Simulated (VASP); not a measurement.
# TiAl27 in VASP: single point with PBEsol

Aim: the single point of TiAl27 with PBEsol.

Everything below comes from runs of VASP 6.6.1. Logs are shortened: lines on timing, memory, paths and dates and some standing lists are left out, and cuts for length are marked.

### Step 1. The cell of the first run

The cell holds a slab with vacuum, 28 atoms: a = 8.591 Å, b = 8.591 Å, c = 15.050 Å, α = 90.00°, β = 90.00°, γ = 90.00°.

### Step 2. Single point, PBEsol

INCAR

```
SYSTEM = TiAl27
PREC = Accurate
ENCUT = 520
EDIFF = 1E-6
ISMEAR = -1
SIGMA = 0.1
LREAL = Auto
LASPH = .True.
NELM = 80
ALGO = Normal
ISIF = 2
LWAVE = .False.
LCHARG = .True.
GGA = PS
LELF = .True.
LVHAR = .True.
NBANDS = 66
```

KPOINTS

```
Automatic mesh
0
Gamma
  1 1 1
  0 0 0
```

POSCAR

```
TiAl27
1.0
    8.5913470000      0.0000000000      0.0000000000
    0.0000000000      8.5913470000      0.0000000000
    0.0000000000      0.0000000000     15.0500000000
Al Ti
27 1
Direct
    0.0000000000      0.0000000000      0.0664452000
    0.3333333000      0.0000000000      0.0664452000
    0.6666667000      0.0000000000      0.0664452000
    0.0000000000      0.3333333000      0.0664452000
    0.3333333000      0.3333333000      0.0664452000
    0.6666667000      0.3333333000      0.0664452000
    0.0000000000      0.6666667000      0.0664452000
    0.3333333000      0.6666667000      0.0664452000
    0.6666667000      0.6666667000      0.0664452000
    0.1641529524      0.1641819333      0.1799758280
    0.5024172939      0.1640718101      0.1799527366
    0.8333534823      0.1639566898      0.1805696435
    0.1640842538      0.5024079740      0.1799941638
    0.5025207335      0.5025461265      0.1799678094
    0.8333015685      0.5026699562      0.1806295869
    0.1639685267      0.8333412191      0.1805546599
    0.5026780688      0.8333020551      0.1806405026
    0.8331111751      0.8331585862      0.1890726344
    0.0073944840      0.0073852115      0.2980423819
    0.3331277104     -0.0030117569      0.2956180769
    0.6590961036      0.0074906121      0.2979303609
   -0.0030369841      0.3330897656      0.2956455999
    0.3335818907      0.3334736170      0.2888781283
    0.6697377272      0.3332569769      0.2956156118
    0.0074337924      0.6591445029      0.2979461515
    0.3333002440      0.6697595469      0.2956498477
    0.6588580656      0.6588602586      0.2980530054
    0.8329577886      0.8330617937      0.3949384066
```

Potentials or basis: VASP PAW PBE potentials, release 64 (Al, Ti_sv).

Launch:

```bash
cat potpaw_PBE.64/Al/POTCAR potpaw_PBE.64/Ti_sv/POTCAR > POTCAR
mpirun -np 1 vasp_gam > vasp.out
```

OUTCAR:

```text
SYSTEM = TiAl27
   PREC = Accurate
   ENCUT = 520
   EDIFF = 1E-6
   ISMEAR = -1
   LREAL = Auto
   LASPH = .True.
   NELM = 80
   ISIF = 2
   GGA = PS

 ion  position               nearest neighbor table
   1  0.000  0.000  0.066-  10 2.63  16 2.64  12 2.64  18 2.74   2 2.86   3 2.86   4 2.86   7 2.86

   2  0.333  0.000  0.066-  11 2.65  10 2.65  16 2.67  17 2.67   5 2.86   8 2.86   1 2.86   3 2.86

   3  0.667  0.000  0.066-  11 2.63  12 2.64  17 2.64  18 2.74   6 2.86   9 2.86   1 2.86   2 2.86
[... 15 lines left out ...]
  11  0.502  0.164  0.180-  21 2.60   3 2.63  23 2.63   2 2.65   6 2.65   5 2.67  20 2.68  24 2.69
                            17 2.84  12 2.84  10 2.91  14 2.91
  12  0.833  0.164  0.181-   1 2.64   3 2.64  22 2.66  24 2.66   4 2.67   6 2.67  21 2.68  19 2.68
                            10 2.84  11 2.84  18 2.84  15 2.91
  13  0.164  0.502  0.180-  25 2.60   7 2.63  23 2.63   4 2.65   8 2.65   5 2.67  22 2.68  26 2.69
                            15 2.84  16 2.84  10 2.91  14 2.91
  14  0.503  0.503  0.180-  27 2.60   9 2.63  23 2.63   8 2.65   6 2.65   5 2.67  26 2.68  24 2.68
                            17 2.84  15 2.84  13 2.91  11 2.91
  15  0.833  0.503  0.181-   9 2.64   7 2.64  24 2.66  22 2.66   6 2.67   4 2.67  25 2.68  27 2.68
                            14 2.84  13 2.84  18 2.84  12 2.91
  16  0.164  0.833  0.181-   1 2.64   7 2.64  20 2.66  26 2.66   2 2.67   8 2.67  25 2.68  19 2.68
                            10 2.84  13 2.84  18 2.85  17 2.91
  17  0.503  0.833  0.181-   9 2.64   3 2.64  26 2.66  20 2.66   8 2.67   2 2.67  21 2.68  27 2.68
                            14 2.84  18 2.84  11 2.84  16 2.91
  18  0.833  0.833  0.189-  21 2.68  25 2.68  19 2.68  27 2.68   9 2.74   3 2.74   7 2.74   1 2.74
                            17 2.84  15 2.84  12 2.84  16 2.85  28 3.10
  19  0.007  0.007  0.298-  28 2.57  10 2.60  12 2.68  16 2.68  18 2.68  22 2.80  20 2.80  25 2.99
                            21 2.99
  20  0.333  0.997  0.296-  16 2.66  17 2.66  10 2.68  11 2.68  19 2.80  21 2.80  26 2.81  23 2.89

  21  0.659  0.007  0.298-  28 2.57  11 2.60  17 2.68  18 2.68  12 2.68  24 2.80  20 2.80  19 2.99
                            27 3.00
  22  0.997  0.333  0.296-  12 2.66  15 2.66  10 2.68  13 2.68  19 2.80  25 2.80  24 2.81  23 2.89
[... 5 lines left out ...]
  25  0.007  0.659  0.298-  28 2.57  13 2.60  15 2.68  18 2.68  16 2.68  26 2.80  22 2.80  19 2.99
                            27 2.99
  26  0.333  0.670  0.296-  17 2.66  16 2.66  14 2.68  13 2.69  27 2.80  25 2.80  20 2.81  23 2.89

  27  0.659  0.659  0.298-  28 2.57  14 2.60  17 2.68  15 2.68  18 2.68  26 2.80  24 2.80  25 2.99
                            21 3.00
  28  0.833  0.833  0.395-  27 2.57  21 2.57  25 2.57  19 2.57  18 3.10

  LATTYP: Found a simple tetragonal cell.
 ALAT       =     8.5913470000
 C/A-ratio  =     1.7517625583

  Lattice vectors:

 A1 = (   8.5913470000,   0.0000000000,   0.0000000000)
 A2 = (   0.0000000000,   8.5913470000,   0.0000000000)
 A3 = (   0.0000000000,   0.0000000000,  15.0500000000)

Analysis of symmetry for initial positions (statically):
=====================================================================
 Subroutine PRICEL returns:
 Original cell was already a primitive cell.

 Routine SETGRP: Setting up the symmetry group for a
 simple tetragonal supercell.

 Subroutine GETGRP returns: Found  1 space group operations
 (whereof  1 operations were pure point group operations)
 out of a pool of 16 trial point group operations.

The static configuration has the point symmetry C_1 .

Analysis of symmetry for dynamics (positions and initial velocities):
=====================================================================
 Subroutine PRICEL returns:
 Original cell was already a primitive cell.

 Routine SETGRP: Setting up the symmetry group for a
 simple tetragonal supercell.

 Subroutine GETGRP returns: Found  1 space group operations
 (whereof  1 operations were pure point group operations)
 out of a pool of 16 trial point group operations.

The dynamic configuration has the point symmetry C_1 .

 Subroutine INISYM returns: Found  1 space group operations
 (whereof  1 operations are pure point group operations),
 and found     1 'primitive' translations

----------------------------------------------------------------------------------------

                                     Primitive cell

  volume of cell :    1110.8592

  direct lattice vectors                    reciprocal lattice vectors
     8.591347000  0.000000000  0.000000000     0.116396183  0.000000000  0.000000000
[... 43 lines left out ...]
                 6           6
[... 20 lines left out ...]
                27          27
                28          28

----------------------------------------------------------------------------------------

 KPOINTS: Automatic mesh

Automatic generation of k-mesh.
 Grid dimensions read from file:
 generate k-points for:    1    1    1

 Generating k-lattice:

  Cartesian coordinates                     Fractional coordinates (reciprocal lattice)
     0.116396183  0.000000000  0.000000000     1.000000000  0.000000000  0.000000000
     0.000000000  0.116396183  0.000000000     0.000000000  1.000000000  0.000000000
     0.000000000  0.000000000  0.066445183     0.000000000  0.000000000  1.000000000

  Length of vectors
     0.116396183  0.116396183  0.066445183

  Shift w.r.t. Gamma in fractional coordinates (k-lattice)
     0.000000000  0.000000000  0.000000000

 Subroutine IBZKPT returns following result:
 ===========================================

 Found      1 irreducible k-points:

 Following reciprocal coordinates:
            Coordinates               Weight
  0.000000  0.000000  0.000000      1.000000
   k-points           NKPTS =      1   k-points in BZ     NKDIM =      1   number of bands    NBANDS=     66
   number of dos      NEDOS =    301   number of ions     NIONS =     28
   total plane-waves  NPLWV = 458752
   dimension x,y,z NGX =    64 NGY =   64 NGZ =  112
   dimension x,y,z NGXF=   128 NGYF=  128 NGZF=  224
   ions per type =              27   1
   NGX,Y,Z   is equivalent  to a cutoff of  12.38, 12.38, 12.37 a.u.
   NGXF,Y,Z  is equivalent  to a cutoff of  24.77, 24.77, 24.74 a.u.
 SYSTEM =  TiAl27
   PREC   = accura    normal or accurate (medium, high low for compatibility)
   ISTART =      0    job   : 0-new  1-cont  2-samecut
   ICHARG =      2    charge: 1-file 2-atom 10-const
   ISPIN  =      1    spin polarized calculation?
   LNONCOLLINEAR =      F non collinear calculations
   LSORBIT =      F    spin-orbit coupling
   LASPH  =      T    aspherical Exc in radial PAW
   ENCUT  =  520.0 eV  38.22 Ry    6.18 a.u.  15.97 15.97 27.98*2*pi/ulx,y,z
   NELM   =     80;   NELMIN=  2; NELMDL= -5     # of ELM steps
   EDIFF  = 0.1E-05   stopping-criterion for ELM
   LREAL  =      T    real-space projection
   EDIFFG = 0.1E-04   stopping-criterion for IOM
   NSW    =      0    number of steps for IOM
   IBRION =     -1    ionic relax: 0-MD 1-quasi-New 2-CG
   NFREE  =      0    steps in history (QN), initial steepest desc. (CG)
   ISIF   =      2    stress and relaxation
   ISYM   =      2    0-nonsym 1-usesym 2-fastsym
   POTIM  = 0.5000    time-step for ionic-motion
   TEBEG  =    0.0;   TEEND  =   0.0 temperature during run
   PSTRESS=    0.0 pullay stress
   NELECT =      93.0000    total number of electrons
   NUPDOWN=      -1.0000    fix difference up-down
   EMIN   =  10.00;   EMAX   =-10.00  energy-range for DOS
   EFERMI =   0.00;   METHOD = LEGACY
   ISMEAR =    -1;   SIGMA  =   0.10  broadening in eV -4-tet -1-fermi 0-gaus
   EFERMI_NEDOS =   21; number of points for ismear=-14 and -15
   IALGO  =     38    algorithm
   IMIX   =      4    mixing-type and parameters
     AMIX     =   0.40;   BMIX     =  1.00
     AMIX_MAG =   1.60;   BMIX_MAG =  1.00
  volume/ion in A,a.u.               =      39.67       267.73
  Fermi-wavevector in a.u.,A,eV,Ry     =   0.716170  1.353365  6.978421  0.512900
  Thomas-Fermi vector in A             =   1.804521
   LORBIT       =      0    0 simple, 1 ext, 2 COOP (PROOUT), +10 PAW based schemes
   GGA     = PS    functional components
   LHFCALC =     F    Hartree Fock is set to
   AEXX    =    0.0000 exact exchange contribution
   IVDW    =     0    specifies the selected vdW correction
   LEPSILON=     F    determine dielectric tensor
   LRPA    =     F    only Hartree local field effects (RPA)
 non-spin polarized calculation
  energy-cutoff  :      520.00
  volume of cell :     1110.86
 maximum number of plane-waves:     14948
 NGX is ok and might be reduce to    64
   NGX = 31   NGY = 31   NGZ = 55

 number of electron      92.9999998 magnetization

 Free energy of the ion-electron system (eV)
  ---------------------------------------------------
  ext. energy  EPLUGINS =         0.00000000
  ---------------------------------------------------
  free energy    TOTEN  =      -101.88503371 eV

  energy without entropy =     -101.33668502  energy(sigma->0) =     -101.61085936

 E-fermi :   0.9109     XC(G=0):  -5.3062

 val. band max:        0.8827327937   @ k =   0.0000   0.0000   0.0000
 cond. band min:       0.9543058244   @ k =   0.0000   0.0000   0.0000
 fundamental gap:      0.0715730308
 Fermi energy:         0.9108900741

 k-point     1 :       0.0000    0.0000    0.0000
  band No.  band energies     occupation
      1     -55.8192      2.00000
      2     -32.3817      2.00000
      3     -32.1554      2.00000
      4     -32.1552      2.00000
      5      -9.6960      2.00000
      6      -7.7560      2.00000
[... 50 lines left out ...]
     57       1.8374      0.00019
     58       1.9371      0.00007
 [bands above 58 left out]

------------------------ aborting loop because EDIFF is reached ----------------------------------------

  FORCE on cell =-STRESS in cart. coord.  units (eV):
  Direction    XX          YY          ZZ          XY          YZ          ZX
  --------------------------------------------------------------------------------------
  -------------------------------------------------------------------------------------
  Total       24.6675463     24.6663575      0.6688656      0.0001356      0.0344420      0.0370388
  in kB       35.5776709     35.5759564      0.9646959      0.0001955      0.0496752      0.0534206
  external PRESSURE =      24.0394411 kB  Pullay stress =       0.0000000 kB

 VOLUME and BASIS-vectors are now :
 -----------------------------------------------------------------------------
  energy-cutoff  :      520.00
  volume of cell :     1110.86
      direct lattice vectors                 reciprocal lattice vectors
     8.591347000  0.000000000  0.000000000     0.116396183  0.000000000  0.000000000
     0.000000000  8.591347000  0.000000000     0.000000000  0.116396183  0.000000000
     0.000000000  0.000000000 15.050000000     0.000000000  0.000000000  0.066445183

 POSITION                                       TOTAL-FORCE (eV/Angst)
 -----------------------------------------------------------------------------------
      0.00000      0.00000      1.00000        -0.306260     -0.305843      0.122939
      2.86378      0.00000      1.00000         0.002857      0.032252     -0.045503
      5.72756      0.00000      1.00000         0.302382     -0.306330      0.117361
      0.00000      2.86378      1.00000         0.032341      0.004013     -0.045536
      2.86378      2.86378      1.00000        -0.004190     -0.003039     -0.462394
      5.72756      2.86378      1.00000        -0.028207     -0.003850     -0.044500
[... 20 lines left out ...]
      5.66048      5.66050      4.48570         0.009263      0.008606      0.029697
      7.15623      7.15712      5.94382         0.011824      0.006619      0.024103
 -----------------------------------------------------------------------------------
    total drift:                               -0.016974     -0.022110     -0.043522

  FREE ENERGIE OF THE ION-ELECTRON SYSTEM (eV)
  ---------------------------------------------------
  free  energy   TOTEN  =      -101.8850337098 eV

  energy  without entropy=     -101.3366850193  energy(sigma->0) =     -101.61085936
```

It took 5.8 min on 1 thread of Intel Xeon 8259CL, shared host; peak memory 0.78 GiB.

What came out:

| Item | Value |
| --- | --- |
| Free energy | -101.8850 eV |
| Largest force | 0.462 eV/Å |
| Band gap on the k mesh | zero (an odd number of electrons rules out a gap without spin polarisation) |

Forces on the atoms (eV/Å):
```
Al  -0.306 -0.306  0.123
Al   0.003  0.032 -0.046
Al   0.302 -0.306  0.117
Al   0.032  0.004 -0.046
Al  -0.004 -0.003 -0.462
Al  -0.028 -0.004 -0.044
Al  -0.306  0.302  0.118
Al  -0.005 -0.028 -0.045
Al   0.309  0.310  0.113
Al   0.008  0.007 -0.012
Al  -0.006  0.013 -0.014
Al  -0.002 -0.006  0.009
Al   0.013 -0.006 -0.016
Al  -0.008 -0.009 -0.018
Al  -0.002  0.000  0.008
Al  -0.006 -0.002  0.012
Al  -0.001 -0.002  0.005
Al   0.006  0.004 -0.030
Al  -0.010 -0.011  0.022
Al   0.005  0.006  0.022
Al   0.004 -0.005  0.037
Al   0.007  0.007  0.022
Al  -0.010 -0.008 -0.006
Al  -0.003 -0.004  0.020
Al  -0.005  0.004  0.036
Al  -0.006 -0.003  0.020
Al   0.009  0.009  0.030
Ti   0.012  0.007  0.024
```

Levels at points of the mesh, in eV from the Fermi level:
```
           k point  band 45  band 46  band 47  band 48  band 49  band 50
(0.00, 0.00, 0.00)    -0.40    -0.03    -0.03     0.04     0.36     0.46
```

Caveat: the k points lie up to 0.73 Å⁻¹ apart, too coarse for converged energies and pressures of a metal; there is no dipole correction, which matters where the two faces differ; the PAW data sets were made with another functional, which shifts forces and pressure a little.

The gap in the log of VASP goes by the Fermi energy; the results here count the filled bands.